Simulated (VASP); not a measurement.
**Bi: electric field gradients with LDA**

The system is Bi.

```
Bi
1.0
     2.27300    1.31232    3.87492
    -2.27300    1.31232    3.87492
     0.00000   -2.62463    3.87492
Bi
2
Direct
  0.23389 0.23389 0.23389
  0.76611 0.76611 0.76611
```

This cell differs from its parent crystal: zz strain of -2 %.

```
Program                : VASP 6.6.1
Task                   : electric field gradients
Functional             : LDA
Potentials or basis    : VASP PAW LDA potentials, release 64 (Bi_d)
Cutoff                 : 400 eV
k mesh                 : 11 × 11 × 11
Occupations            : fermi-dirac, width 0.03 eV
Spin                   : no spin polarisation
Dipole correction      : no
Further INCAR settings : ALGO = Normal; EDIFF = 1e-08; NBANDS = 22
```

```yaml
Pressure: -1.0 GPa
Largest_force: 0.181 eV/Å
Band_gap_on_the_k_mesh: zero (band 15 reaches 6.20 eV, above the bottom of band 16 at 6.16 eV)
```

Forces in eV/Å, atoms in the order of the input:
```
Bi   0.000  0.000  0.181
Bi   0.000  0.000 -0.181
```

Stress tensor (GPa, compression positive):
```
-1.18  0.00  0.00
 0.00 -1.18  0.00
 0.00  0.00 -0.59
```

Levels at points of the mesh, in eV from the Fermi level:
| k point | band 13 | band 14 | band 15 | band 16 | band 17 | band 18 |
| --- | --- | --- | --- | --- | --- | --- |
| (0.00, 0.00, 0.00) | -1.33 | -1.26 | -1.26 | 2.54 | 3.03 | 3.03 |

Electric field gradients, principal values (V/Å²):
```tsv
atom	least	middle	greatest (by size)
1 Bi	22.765	22.765	-45.531
2 Bi	22.765	22.765	-45.531
```

Wall time 2.3 min on 1 thread of Intel Xeon 8259CL (shared host), peak memory 0.23 GiB.

Caveat: the cell differs from its parent crystal (zz strain of -2 %); without QUAD_EFG the Cq values of the log hold for a quadrupole moment of 1 mb, not for the nuclei; spin-orbit coupling is left out, which moves the levels of the heavy elements.
